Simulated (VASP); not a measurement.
# Ag (I4/mmm) in VASP: further runs

Runs on Ag. Level: PBEsol. Tasks: single point.

Program: VASP 6.6.1. These are calculated values, not measurements. Logs are shortened: lines on timing, memory, paths and dates and some standing lists are left out, and cuts for length are marked.

## (1) The cell of the first run

Symmetry: I4/mmm, No. 139, tetragonal system. The conventional cell has a = 3.225 Å, b = 3.225 Å, c = 2.903 Å, α = 90.00°, β = 90.00°, γ = 90.00°. Within 3.6 Å of Ag (site symmetry 4/mmm) lie 14 Ag at 2.70 to 3.23 Å.

## (2) Single point, PBEsol (strain -0.1000 x Voigt [0, 1, 0, 0, 0, 0])

INCAR reads:

```
ALGO = Fast ; EDIFF = 1E-7
ENCUT = 520 ; GGA = PS
ISIF = 2 ; ISMEAR = 0
LASPH = True ; LCHARG = True
LELF = True ; LREAL = False
LVHAR = True ; LWAVE = False
NBANDS = 12 ; NELM = 60
PREC = Accurate ; SIGMA = 0.15
```

KPOINTS reads:

```
k-points
0
Gamma
  26 26 26
```

POSCAR reads:

```
Ag
1.0
   -1.6125573276      1.4513015948      1.6125573276
    1.6125573276     -1.4513015948      1.6125573276
    1.6125573276      1.4513015948     -1.6125573276
Ag
1
Direct
    0.0000000000      0.0000000000      0.0000000000
```

Potentials or basis: VASP PAW PBE potentials, release 64 (Ag).

Command:

```bash
cat potpaw_PBE.64/Ag/POTCAR > POTCAR
mpirun -np 1 vasp_std > vasp.out
```

OUTCAR:

```text
EDIFF = 1E-7
   ENCUT = 520
   GGA = PS
   ISIF = 2
   ISMEAR = 0
   LASPH = True
   LREAL = False
   NELM = 60
   PREC = Accurate

 ion  position               nearest neighbor table
   1  0.000  0.000  0.000-

  LATTYP: Found a body centered tetragonal cell.
 ALAT       =     3.2251146552
 C/A-ratio  =     0.9000000000

  Lattice vectors:

 A1 = (  -1.6125573276,  -1.4513015948,   1.6125573276)
 A2 = (   1.6125573276,  -1.4513015948,  -1.6125573276)
 A3 = (   1.6125573276,   1.4513015948,   1.6125573276)

Analysis of symmetry for initial positions (statically):
=====================================================================
 Subroutine PRICEL returns:
 Original cell was already a primitive cell.

 Routine SETGRP: Setting up the symmetry group for a
 body centered tetragonal supercell.

 Subroutine GETGRP returns: Found 16 space group operations
 (whereof 16 operations were pure point group operations)
 out of a pool of 16 trial point group operations.

The static configuration has the point symmetry D_4h.

Analysis of symmetry for dynamics (positions and initial velocities):
=====================================================================
 Subroutine PRICEL returns:
 Original cell was already a primitive cell.

 Routine SETGRP: Setting up the symmetry group for a
 body centered tetragonal supercell.

 Subroutine GETGRP returns: Found 16 space group operations
 (whereof 16 operations were pure point group operations)
 out of a pool of 16 trial point group operations.

The dynamic configuration has the point symmetry D_4h.

 Subroutine INISYM returns: Found 16 space group operations
 (whereof 16 operations are pure point group operations),
 and found     1 'primitive' translations

----------------------------------------------------------------------------------------

                                     Primitive cell

  volume of cell :      15.0955

  direct lattice vectors                    reciprocal lattice vectors
    -1.612557328  1.451301595  1.612557328     0.000000000  0.344518329  0.310066496
     1.612557328 -1.451301595  1.612557328     0.310066496  0.000000000  0.310066496
     1.612557328  1.451301595 -1.612557328     0.310066496  0.344518329  0.000000000

  length of vectors
     2.703138655  2.703138655  2.703138655     0.463502007  0.438500244  0.463502007

  position of ions in fractional coordinates (direct lattice)
     0.000000000  0.000000000  0.000000000

  ion indices of the primitive-cell ions
   primitive index   ion index
                 1           1

----------------------------------------------------------------------------------------

 KPOINTS: k-points

Automatic generation of k-mesh.
 Grid dimensions read from file:
 generate k-points for:   26   26   26

 Generating k-lattice:

  Cartesian coordinates                     Fractional coordinates (reciprocal lattice)
     0.000000000  0.013250705  0.011925634     0.038461538 -0.000000000  0.000000000
     0.011925634  0.000000000  0.011925634     0.000000000  0.038461538  0.000000000
     0.011925634  0.013250705  0.000000000     0.000000000 -0.000000000  0.038461538

  Length of vectors
     0.017827000  0.016865394  0.017827000

  Shift w.r.t. Gamma in fractional coordinates (k-lattice)
     0.000000000  0.000000000  0.000000000

 Subroutine IBZKPT returns following result:
 ===========================================

 Found   1330 irreducible k-points:

 Following reciprocal coordinates:
            Coordinates               Weight
  0.000000  0.000000  0.000000      1.000000
  0.038462  0.000000 -0.000000      8.000000
  0.076923  0.000000 -0.000000      8.000000
  0.115385  0.000000  0.000000      8.000000
  0.153846  0.000000 -0.000000      8.000000
  0.192308  0.000000  0.000000      8.000000
[... 16 lines left out ...]
  0.307692  0.038462 -0.000000     16.000000
  0.346154  0.038462 -0.000000     16.000000
 [... further k-points ...]
   k-points           NKPTS =   1330   k-points in BZ     NKDIM =   1330   number of bands    NBANDS=     12
   number of dos      NEDOS =    301   number of ions     NIONS =      1
   total plane-waves  NPLWV =   8000
   dimension x,y,z NGX =    20 NGY =   20 NGZ =   20
   dimension x,y,z NGXF=    40 NGYF=   40 NGZF=   40
   ions per type =               1
   NGX,Y,Z   is equivalent  to a cutoff of  12.30, 12.30, 12.30 a.u.
   NGXF,Y,Z  is equivalent  to a cutoff of  24.60, 24.60, 24.60 a.u.
 SYSTEM =  unknown system
   PREC   = accura    normal or accurate (medium, high low for compatibility)
   ISTART =      0    job   : 0-new  1-cont  2-samecut
   ICHARG =      2    charge: 1-file 2-atom 10-const
   ISPIN  =      1    spin polarized calculation?
   LNONCOLLINEAR =      F non collinear calculations
   LSORBIT =      F    spin-orbit coupling
   LASPH  =      T    aspherical Exc in radial PAW
   ENCUT  =  520.0 eV  38.22 Ry    6.18 a.u.   5.03  5.03  5.03*2*pi/ulx,y,z
   NELM   =     60;   NELMIN=  2; NELMDL= -5     # of ELM steps
   EDIFF  = 0.1E-06   stopping-criterion for ELM
   LREAL  =      F    real-space projection
   EDIFFG = 0.1E-05   stopping-criterion for IOM
   NSW    =      0    number of steps for IOM
   IBRION =     -1    ionic relax: 0-MD 1-quasi-New 2-CG
   NFREE  =      0    steps in history (QN), initial steepest desc. (CG)
   ISIF   =      2    stress and relaxation
   ISYM   =      2    0-nonsym 1-usesym 2-fastsym
   POTIM  = 0.5000    time-step for ionic-motion
   TEBEG  =    0.0;   TEEND  =   0.0 temperature during run
   PSTRESS=    0.0 pullay stress
   NELECT =      11.0000    total number of electrons
   NUPDOWN=      -1.0000    fix difference up-down
   EMIN   =  10.00;   EMAX   =-10.00  energy-range for DOS
   EFERMI =   0.00;   METHOD = LEGACY
   ISMEAR =     0;   SIGMA  =   0.15  broadening in eV -4-tet -1-fermi 0-gaus
   EFERMI_NEDOS =   21; number of points for ismear=-14 and -15
   IALGO  =     68    algorithm
   IMIX   =      4    mixing-type and parameters
     AMIX     =   0.40;   BMIX     =  1.00
     AMIX_MAG =   1.60;   BMIX_MAG =  1.00
  volume/ion in A,a.u.               =      15.10       101.87
  Fermi-wavevector in a.u.,A,eV,Ry     =   1.473182  2.783910 29.528250  2.170265
  Thomas-Fermi vector in A             =   2.588106
   LORBIT       =      0    0 simple, 1 ext, 2 COOP (PROOUT), +10 PAW based schemes
   GGA     = PS    functional components
   LHFCALC =     F    Hartree Fock is set to
   AEXX    =    0.0000 exact exchange contribution
   IVDW    =     0    specifies the selected vdW correction
   LEPSILON=     F    determine dielectric tensor
   LRPA    =     F    only Hartree local field effects (RPA)
 non-spin polarized calculation
 RMM-DIIS sequential band-by-band and
 Gauss-broadening in eV      SIGMA  =   0.15
  energy-cutoff  :      520.00
  volume of cell :       15.10
 maximum number of plane-waves:       426
   NGX =  9   NGY =  9   NGZ =  9

 number of electron      10.9999993 magnetization

 Free energy of the ion-electron system (eV)
  ---------------------------------------------------
  ext. energy  EPLUGINS =         0.00000000
  ---------------------------------------------------
  free energy    TOTEN  =        -3.19936880 eV

  energy without entropy =       -3.19554569  energy(sigma->0) =       -3.19745724

 E-fermi :  10.0951     XC(G=0): -13.1528

 val. band max:       10.0949568740   @ k =   0.2308   0.1923   0.0769
 cond. band min:      10.1004276397   @ k =   0.2692   0.1538   0.0769
 fundamental gap:      0.0054707657
 Fermi energy:        10.0950644816

 k-point     1 :       0.0000    0.0000    0.0000
  band No.  band energies     occupation
      1       1.2739      2.00000
      2       4.2693      2.00000
      3       4.9172      2.00000
      4       4.9172      2.00000
      5       5.8294      2.00000
      6       6.5858      2.00000
      7      27.6564      0.00000
      8      27.6564      0.00000
      9      29.9447      0.00000
     10      35.6198      0.00000
     11      35.7530      0.00000
     12      35.7552      0.00000

 k-point     2 :       0.0385    0.0000   -0.0000
  band No.  band energies     occupation
      1       1.3309      2.00000
      2       4.2820      2.00000
      3       4.9143      2.00000
      4       4.9208      2.00000
      5       5.8354      2.00000
      6       6.5694      2.00000
      7      27.6540      0.00000
      8      27.7094      0.00000
      9      29.8213      0.00000
     10      34.7281      0.00000
     11      35.4169      0.00000
     12      35.7468      0.00000

 k-point     3 :       0.0769    0.0000   -0.0000
  band No.  band energies     occupation
      1       1.4992      2.00000
      2       4.3071      2.00000
      3       4.9044      2.00000
      4       4.9449      2.00000
      5       5.8552      2.00000
      6       6.5243      2.00000
      7      27.6234      0.00000
      8      27.8639      0.00000
      9      29.4248      0.00000
     10      33.8108      0.00000
     11      34.6036      0.00000
     12      35.3026      0.00000
[... 286 lines left out ...]
 k-point    23 :       0.3077    0.0385   -0.0000
  band No.  band energies     occupation
      1       3.0873      2.00000
      2       3.7682      2.00000
      3       6.0936      2.00000
      4       6.2424      2.00000
      5       6.4469      2.00000
      6       6.9593      2.00000
      7      20.6468      0.00000
      8      24.5864      0.00000
      9      26.6864      0.00000
     10      30.5879      0.00000
     11      32.3436      0.00000
     12      36.5840      0.00000

 k-point    24 :       0.3462    0.0385   -0.0000
  band No.  band energies     occupation
      1       3.0081      2.00000
      2       3.6650      2.00000
      3       6.2295      2.00000
      4       6.4506      2.00000
      5       6.7585      2.00000
      6       7.6344      2.00000
      7      19.0752      0.00000
      8      24.0685      0.00000
      9      25.9275      0.00000
     10      30.8425      0.00000
     11      32.3695      0.00000
     12      36.8454      0.00000

 [... further k-points ...]
[... 5 lines left out ...]
  --------------------------------------------------------------------------------------
  -------------------------------------------------------------------------------------
  Total        1.4944414      1.5847529      1.4944414      0.0000000      0.0000000      0.0000000
  in kB      158.6139867    168.1992848    158.6139867      0.0000000      0.0000000      0.0000000
  external PRESSURE =     161.8090861 kB  Pullay stress =       0.0000000 kB

 VOLUME and BASIS-vectors are now :
 -----------------------------------------------------------------------------
  energy-cutoff  :      520.00
  volume of cell :       15.10
      direct lattice vectors                 reciprocal lattice vectors
    -1.612557328  1.451301595  1.612557328     0.000000000  0.344518329  0.310066496
     1.612557328 -1.451301595  1.612557328     0.310066496  0.000000000  0.310066496
     1.612557328  1.451301595 -1.612557328     0.310066496  0.344518329  0.000000000

 POSITION                                       TOTAL-FORCE (eV/Angst)
 -----------------------------------------------------------------------------------
      0.00000      0.00000      0.00000        -0.000000      0.000000     -0.000000
 -----------------------------------------------------------------------------------
    total drift:                                0.000000     -0.000000      0.000000

  FREE ENERGIE OF THE ION-ELECTRON SYSTEM (eV)
  ---------------------------------------------------
  free  energy   TOTEN  =        -3.1993687954 eV

  energy  without entropy=       -3.1955456860  energy(sigma->0) =       -3.19745724
```

Wall time 2.2 min (1 thread of Intel Xeon Platinum 8375C at 2.90GHz (Ice Lake), shared host); peak memory 0.33 GiB.

Results:

* Free energy: -3.1994 eV
* Pressure: 16.2 GPa

Stress tensor (GPa, compression positive):
```
15.86  0.00  0.00
 0.00 16.82  0.00
 0.00  0.00 15.86
```

Caveat: the cell differs from its parent crystal (strain -0.1000 x Voigt [0, 1, 0, 0, 0, 0]); the PAW data sets were made with another functional, which shifts forces and pressure a little.

[end of part 1 of 2]
